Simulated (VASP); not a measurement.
Write the native input for VASP 6.6.1 that does the following.

- Task: single point
- Functional: PBEsol
- Potentials or basis: VASP PAW PBE potentials, release 64 (In_d, Ga_d, As)
- Cutoff: 520 eV
- k mesh: 10 × 10 × 8
- Occupations: gaussian, width 0.1 eV
- Spin: no spin polarisation
- Dipole correction: no
- Further INCAR settings: ALGO = Normal; EDIFF = 1e-06; NBANDS = 26

The structure of InGaAs2 lies in POSCAR:

```
InGaAs2
1.0
    4.0463375302      0.0000000000      0.0000000000
    0.0000000000      4.0463375302      0.0000000000
    0.0000000000      0.0000000000      5.7747306697
In Ga As
1 1 2
Direct
    0.0000000000      0.0000000000      0.5000000000
    0.5000000000      0.5000000000      0.0000000000
    0.5000000000      0.0000000000      0.7706686222
    0.0000000000      0.5000000000      0.2293313778
```

One way to write it, as run:

INCAR

```
  PREC = Accurate
  ENCUT = 520
  EDIFF = 1E-6
  ISMEAR = 0
  SIGMA = 0.1
  LREAL = F
  LASPH = T
  NELM = 100
  ALGO = Normal
  ISIF = 2
  LWAVE = F
  LCHARG = T
  GGA = PS
  LELF = T
  LVHAR = T
  NBANDS = 26
```

KPOINTS

```
Automatic mesh
0
Gamma
  10 10 8
```

Potentials or basis: VASP PAW PBE potentials, release 64 (In_d, Ga_d, As).

Command:

```bash
$ cat potpaw_PBE.64/In_d/POTCAR potpaw_PBE.64/Ga_d/POTCAR potpaw_PBE.64/As/POTCAR > POTCAR
$ mpirun -np 1 vasp_std > vasp.out
```

It gave:

* Pressure: 5.2 GPa
* Band gap on the k mesh: 0.23 eV

Caveat: the cell stands under pressure; semilocal functionals underestimate gaps, and a narrow one can read as zero; the PAW data sets were made with another functional, which shifts forces and pressure a little; spin-orbit coupling is left out, which moves the levels of the heavy elements.

It took 5.6 min on 1 thread of Intel Xeon 8259CL, with other jobs on the host, peak memory 0.39 GiB.
